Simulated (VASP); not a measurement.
# LiY16 (a cell with a defect) in VASP: single point with PBE

Aim: the single point of LiY16 (a cell with a defect) with PBE.

Program: VASP 6.6.1. These are calculated values, not measurements. Logs are shortened: lines on timing, memory, paths and dates and some standing lists are left out, and cuts for length are marked.

### 1 The cell of the first run

The cell holds a defect, 17 atoms: a = 7.300 Å, b = 6.322 Å, c = 11.468 Å, α = 90.00°, β = 90.00°, γ = 90.00°.

### 2 Single point, PBE

INCAR

```
ALGO = Normal ; EDIFF = 1E-6
ENCUT = 520 ; GGA = PE
ISIF = 2 ; ISMEAR = 0
LASPH = T ; LCHARG = T
LELF = T ; LREAL = Auto
LVHAR = T ; LWAVE = F
NBANDS = 104 ; NELM = 80
PREC = Accurate ; SIGMA = 0.05
```

KPOINTS

```
k-points
0
Gamma
  3 3 2
```

POSCAR

```
LiY16
1.0
   -3.6500000000     -6.3219850000      0.0000000000
    5.4750000000     -3.1609930000      0.0000000000
    0.0000000000      0.0000000000     11.4683000000
Y Li
16 1
Direct
    0.7508878160      0.4973334299     -0.0057467977
    0.5006269043      0.3504181188      0.2362238518
    0.7504993062      0.4989430991      0.4838179155
    0.5004902943      0.3355736209      0.7432406721
    0.5000248382      0.0021444127     -0.0101571288
    0.2886519065      0.8660680290      0.2540696529
    0.5008686377      0.0132970827      0.5030980180
    0.2512424311      0.8301983330      0.7416113112
    0.2503575795      0.4978312631     -0.0057238649
    0.0010430374      0.2648553582      0.2434558740
    0.2507633053      0.4982210163      0.4842049824
    0.0003569743      0.3351017272      0.7385009984
    0.0003983274     -0.0021728046     -0.0131349895
    0.7122344222      0.8659230395      0.2530171865
    0.0004010872     -0.0073475857      0.4975489828
    0.7497969865      0.8302007307      0.7418612174
    0.0008234305      0.6639579034      0.2000691471
```

Potentials or basis: VASP PAW PBE potentials, release 64 (Y_sv, Li_sv).

On the command line:

```sh
$ cat potpaw_PBE.64/Y_sv/POTCAR potpaw_PBE.64/Li_sv/POTCAR > POTCAR
$ mpirun -np 1 vasp_std > vasp.out
```

OUTCAR:

```text
EDIFF = 1E-6
   ENCUT = 520
   GGA = PE
   ISIF = 2
   ISMEAR = 0
   LASPH = T
   LREAL = Auto
   NELM = 80
   PREC = Accurate

 ion  position               nearest neighbor table
   1  0.751  0.497  0.994-  17 3.16   2 3.45   4 3.56  16 3.58  12 3.60   5 3.63   9 3.65  13 3.65
                            13 3.65   9 3.65   5 3.68  10 3.70  14 3.78
   2  0.501  0.350  0.236-  14 3.44   6 3.44   1 3.45   9 3.45   3 3.50  11 3.51   5 3.58  14 3.61
                             6 3.61  10 3.69  10 3.69   7 3.73
   3  0.750  0.499  0.484-   2 3.50  14 3.53   7 3.58  12 3.60  15 3.62  10 3.62  16 3.63   4 3.64
                            11 3.65  11 3.65  15 3.69   7 3.73
   4  0.500  0.336  0.743-   7 3.43   5 3.53   1 3.56   9 3.56   8 3.62  16 3.62  11 3.63   3 3.64
                            12 3.65  12 3.65   8 3.68  16 3.68
   5  0.500  0.002  0.990-  14 3.50   6 3.51   4 3.53   8 3.55  16 3.55   2 3.58   9 3.63   1 3.63
                            13 3.65  13 3.65   9 3.67   1 3.68
   6  0.289  0.866  0.254-  17 2.54  14 3.09  10 3.28   7 3.38   2 3.44   5 3.51  11 3.53  15 3.59
                             2 3.61   9 3.79  13 3.81  14 4.21  10 4.34
   7  0.501  0.013  0.503-   6 3.38  14 3.39   4 3.43  16 3.48   8 3.48  11 3.57   3 3.58  15 3.65
                            15 3.66   2 3.73   3 3.73  11 3.74
   8  0.251  0.830  0.742-   7 3.48  15 3.50  13 3.52   5 3.55   9 3.58   4 3.62  11 3.62  12 3.63
                            16 3.64  16 3.66   4 3.68  12 3.68
   9  0.250  0.498  0.994-  17 3.16   2 3.45   4 3.56   8 3.58  12 3.60   5 3.63   1 3.65  13 3.65
                            13 3.65   1 3.65   5 3.67  10 3.69   6 3.79
  10  0.001  0.265  0.243-  17 2.57   6 3.28  14 3.29  15 3.38  13 3.39  11 3.62   3 3.62   2 3.69
                             2 3.69   9 3.69   1 3.70   6 4.34  14 4.35
  11  0.251  0.498  0.484-   2 3.51   6 3.53   7 3.57  12 3.59   8 3.62  10 3.62  15 3.62   4 3.63
                             3 3.65   3 3.65  15 3.69   7 3.74
  12  0.000  0.335  0.739-  15 3.51  13 3.56  11 3.59   3 3.60   1 3.60   9 3.60  16 3.63   8 3.63
                             4 3.65   4 3.65  16 3.68   8 3.68
  13  0.000  0.998  0.987-  17 3.23  10 3.39  16 3.52   8 3.52  12 3.56   1 3.65   5 3.65   9 3.65
                             9 3.65   1 3.65   5 3.65  14 3.80   6 3.81
  14  0.712  0.866  0.253-  17 2.54   6 3.09  10 3.29   7 3.39   2 3.44   5 3.50   3 3.53  15 3.60
                             2 3.61   1 3.78  13 3.80   6 4.21  10 4.35
  15  0.000  0.993  0.498-  10 3.38   8 3.50  16 3.50  12 3.51   6 3.59  14 3.60   3 3.62  11 3.62
                             7 3.65   7 3.66  11 3.69   3 3.69
  16  0.750  0.830  0.742-   7 3.48  15 3.50  13 3.52   5 3.55   1 3.58   4 3.62   3 3.63  12 3.63
                             8 3.64   8 3.66   4 3.68  12 3.68
  17  0.001  0.664  0.200-   6 2.54  14 2.54  10 2.57   9 3.16   1 3.16  13 3.23

  LATTYP: Found a simple orthorhombic cell.
 ALAT       =     6.3219855857
 B/A-ratio  =     1.1547004518
 C/A-ratio  =     1.8140345062

  Lattice vectors:

 A1 = (  -5.4750000000,   3.1609930000,   0.0000000000)
 A2 = (  -3.6500000000,  -6.3219850000,   0.0000000000)
 A3 = (   0.0000000000,   0.0000000000,  11.4683000000)

Analysis of symmetry for initial positions (statically):
=====================================================================
 Subroutine PRICEL returns:
 Original cell was already a primitive cell.

 Routine SETGRP: Setting up the symmetry group for a
 simple orthorhombic supercell.

 Subroutine GETGRP returns: Found  1 space group operations
 (whereof  1 operations were pure point group operations)
 out of a pool of  8 trial point group operations.

The static configuration has the point symmetry C_1 .

Analysis of symmetry for dynamics (positions and initial velocities):
=====================================================================
 Subroutine PRICEL returns:
 Original cell was already a primitive cell.

 Routine SETGRP: Setting up the symmetry group for a
 simple orthorhombic supercell.

 Subroutine GETGRP returns: Found  1 space group operations
 (whereof  1 operations were pure point group operations)
 out of a pool of  8 trial point group operations.

The dynamic configuration has the point symmetry C_1 .

 Subroutine INISYM returns: Found  1 space group operations
 (whereof  1 operations are pure point group operations),
 and found     1 'primitive' translations

----------------------------------------------------------------------------------------

                                     Primitive cell

  volume of cell :     529.2677

  direct lattice vectors                    reciprocal lattice vectors
    -3.650000000 -6.321985000  0.000000000    -0.068493159 -0.118633621  0.000000000
     5.475000000 -3.160993000  0.000000000     0.136986296 -0.079089080  0.000000000
[... 56 lines left out ...]
     0.045662099 -0.026363027  0.000000000    -0.000000000  0.333333333  0.000000000
     0.000000000  0.000000000  0.043598441     0.000000000  0.000000000  0.500000000

  Length of vectors
     0.045662103  0.052726051  0.043598441

  Shift w.r.t. Gamma in fractional coordinates (k-lattice)
     0.000000000  0.000000000  0.000000000

 Subroutine IBZKPT returns following result:
 ===========================================

 Found     10 irreducible k-points:

 Following reciprocal coordinates:
            Coordinates               Weight
  0.000000  0.000000  0.000000      1.000000
  0.333333 -0.000000  0.000000      2.000000
 -0.000000  0.333333  0.000000      2.000000
  0.333333  0.333333  0.000000      2.000000
 -0.333333  0.333333  0.000000      2.000000
  0.000000  0.000000  0.500000      1.000000
  0.333333 -0.000000  0.500000      2.000000
 -0.000000  0.333333  0.500000      2.000000
  0.333333  0.333333  0.500000      2.000000
 -0.333333  0.333333  0.500000      2.000000
   k-points           NKPTS =     10   k-points in BZ     NKDIM =     10   number of bands    NBANDS=    104
   number of dos      NEDOS =    301   number of ions     NIONS =     17
   total plane-waves  NPLWV = 233280
   dimension x,y,z NGX =    54 NGY =   48 NGZ =   90
   dimension x,y,z NGXF=   108 NGYF=   96 NGZF=  180
   ions per type =              16   1
   NGX,Y,Z   is equivalent  to a cutoff of  12.30, 12.62, 13.05 a.u.
   NGXF,Y,Z  is equivalent  to a cutoff of  24.60, 25.24, 26.09 a.u.
 SYSTEM =  unknown system
   PREC   = accura    normal or accurate (medium, high low for compatibility)
   ISTART =      0    job   : 0-new  1-cont  2-samecut
   ICHARG =      2    charge: 1-file 2-atom 10-const
   ISPIN  =      1    spin polarized calculation?
   LNONCOLLINEAR =      F non collinear calculations
   LSORBIT =      F    spin-orbit coupling
   LASPH  =      T    aspherical Exc in radial PAW
   ENCUT  =  520.0 eV  38.22 Ry    6.18 a.u.  13.57 11.75 21.32*2*pi/ulx,y,z
   NELM   =     80;   NELMIN=  2; NELMDL= -5     # of ELM steps
   EDIFF  = 0.1E-05   stopping-criterion for ELM
   LREAL  =      T    real-space projection
   EDIFFG = 0.1E-04   stopping-criterion for IOM
   NSW    =      0    number of steps for IOM
[... 5 lines left out ...]
   TEBEG  =    0.0;   TEEND  =   0.0 temperature during run
   PSTRESS=    0.0 pullay stress
   NELECT =     179.0000    total number of electrons
   NUPDOWN=      -1.0000    fix difference up-down
   EMIN   =  10.00;   EMAX   =-10.00  energy-range for DOS
   EFERMI =   0.00;   METHOD = LEGACY
   ISMEAR =     0;   SIGMA  =   0.05  broadening in eV -4-tet -1-fermi 0-gaus
   EFERMI_NEDOS =   21; number of points for ismear=-14 and -15
   IALGO  =     38    algorithm
   IMIX   =      4    mixing-type and parameters
     AMIX     =   0.40;   BMIX     =  1.00
     AMIX_MAG =   1.60;   BMIX_MAG =  1.00
  volume/ion in A,a.u.               =      31.13       210.10
  Fermi-wavevector in a.u.,A,eV,Ry     =   1.140602  2.155425 17.700805  1.300972
  Thomas-Fermi vector in A             =   2.277304
   LORBIT       =      0    0 simple, 1 ext, 2 COOP (PROOUT), +10 PAW based schemes
   GGA     = PE    functional components
   LHFCALC =     F    Hartree Fock is set to
   AEXX    =    0.0000 exact exchange contribution
   IVDW    =     0    specifies the selected vdW correction
   LEPSILON=     F    determine dielectric tensor
   LRPA    =     F    only Hartree local field effects (RPA)
 non-spin polarized calculation
 Gauss-broadening in eV      SIGMA  =   0.05
  energy-cutoff  :      520.00
  volume of cell :      529.27
 maximum number of plane-waves:     14281
 NGX is ok and might be reduce to    54
   NGX = 27   NGY = 23   NGZ = 43

 number of electron     179.0000002 magnetization

 Free energy of the ion-electron system (eV)
  ---------------------------------------------------
  ext. energy  EPLUGINS =         0.00000000
  ---------------------------------------------------
  free energy    TOTEN  =      -103.45236945 eV

  energy without entropy =     -103.40369948  energy(sigma->0) =     -103.42803447

 E-fermi :   3.0302     XC(G=0):  -9.4606

 val. band max:        3.0243405515   @ k =   0.0000   0.0000   0.5000
 cond. band min:       3.0329312174   @ k =   0.3333   0.3333   0.5000
 fundamental gap:      0.0085906658
 Fermi energy:         3.0302361267

 k-point     1 :       0.0000    0.0000    0.0000
  band No.  band energies     occupation
      1     -43.0959      2.00000
      2     -39.6820      2.00000
      3     -39.6583      2.00000
      4     -39.6566      2.00000
      5     -39.6376      2.00000
      6     -39.6166      2.00000
[... 1029 lines left out ...]
    100       4.0383      0.00000
    101       4.0807      0.00000
 [bands above 101 left out]

------------------------ aborting loop because EDIFF is reached ----------------------------------------

  FORCE on cell =-STRESS in cart. coord.  units (eV):
  Direction    XX          YY          ZZ          XY          YZ          ZX
  --------------------------------------------------------------------------------------
  -------------------------------------------------------------------------------------
  Total        5.7318959      5.9952075     -2.0530386      0.2363168     -0.0393622      0.0153111
  in kB       17.3513590     18.1484450     -6.2148737      0.7153685     -0.1191556      0.0463493
  external PRESSURE =       9.7616435 kB  Pullay stress =       0.0000000 kB

 VOLUME and BASIS-vectors are now :
 -----------------------------------------------------------------------------
  energy-cutoff  :      520.00
  volume of cell :      529.27
      direct lattice vectors                 reciprocal lattice vectors
    -3.650000000 -6.321985000  0.000000000    -0.068493159 -0.118633621  0.000000000
     5.475000000 -3.160993000  0.000000000     0.136986296 -0.079089080  0.000000000
     0.000000000  0.000000000 11.468300000     0.000000000  0.000000000  0.087196882

 POSITION                                       TOTAL-FORCE (eV/Angst)
 -----------------------------------------------------------------------------------
     -0.01784     -6.31917     11.40239         0.001539     -0.013657      0.021803
      0.09125     -4.27263      2.70909         0.000498     -0.000556      0.006359
     -0.00761     -6.32180      5.54857        -0.004814     -0.002087     -0.015072
      0.01048     -4.22484      8.52371         0.001170     -0.002912      0.000478
     -1.81335     -3.16793     11.35181         0.014721     -0.011487     -0.027255
      3.68814     -4.56249      2.91375        -0.006352     -0.023174     -0.023494
[... 9 lines left out ...]
      1.80859     -7.36446      8.50789         0.000967      0.000855     -0.010513
      3.63216     -2.10397      2.29445         0.000956      0.001139      0.110444
 -----------------------------------------------------------------------------------
    total drift:                                0.001281     -0.001591      0.000042

  FREE ENERGIE OF THE ION-ELECTRON SYSTEM (eV)
  ---------------------------------------------------
  free  energy   TOTEN  =      -103.4523694534 eV

  energy  without entropy=     -103.4036994827  energy(sigma->0) =     -103.42803447
```

Run time: 39 min. Hardware: 1 thread of Intel Xeon 8259CL, shared host; peak memory 0.74 GiB.

What came out:

| Quantity | Value |
| --- | --- |
| Free energy | -103.4524 eV |
| Largest force | 0.110 eV/Å |
| Band gap on the k mesh | zero (an odd number of electrons rules out a gap without spin polarisation) |

Forces on the atoms (eV/Å):
```
Y    0.002 -0.014  0.022
Y    0.000 -0.001  0.006
Y   -0.005 -0.002 -0.015
Y    0.001 -0.003  0.000
Y    0.015 -0.011 -0.027
Y   -0.006 -0.023 -0.023
Y   -0.002  0.001  0.000
Y    0.003  0.003 -0.008
Y    0.012  0.009  0.018
Y   -0.015  0.023 -0.021
Y    0.007  0.003 -0.021
Y   -0.005  0.000  0.004
Y   -0.025  0.013 -0.004
Y    0.020  0.001 -0.016
Y   -0.004  0.000 -0.015
Y    0.001  0.001 -0.011
Li   0.001  0.001  0.110
```

Levels at points of the mesh, in eV from the Fermi level:
```tsv
k point	band 85	band 86	band 87	band 88	band 89	band 90	band 91	band 92	band 93	band 94
(0.00, 0.00, 0.00)	-0.34	-0.32	-0.14	-0.04	-0.01	0.01	0.10	0.14	0.19	0.40
(0.00, 0.00, 0.50)	-0.33	-0.26	-0.24	-0.19	-0.17	-0.07	-0.05	-0.01	0.05	0.47
```

Caveat: the cutoff is under 1.25 times the usual one of these potentials, so pressure, stress and relaxed cells hold a basis-set (Pulay) error.
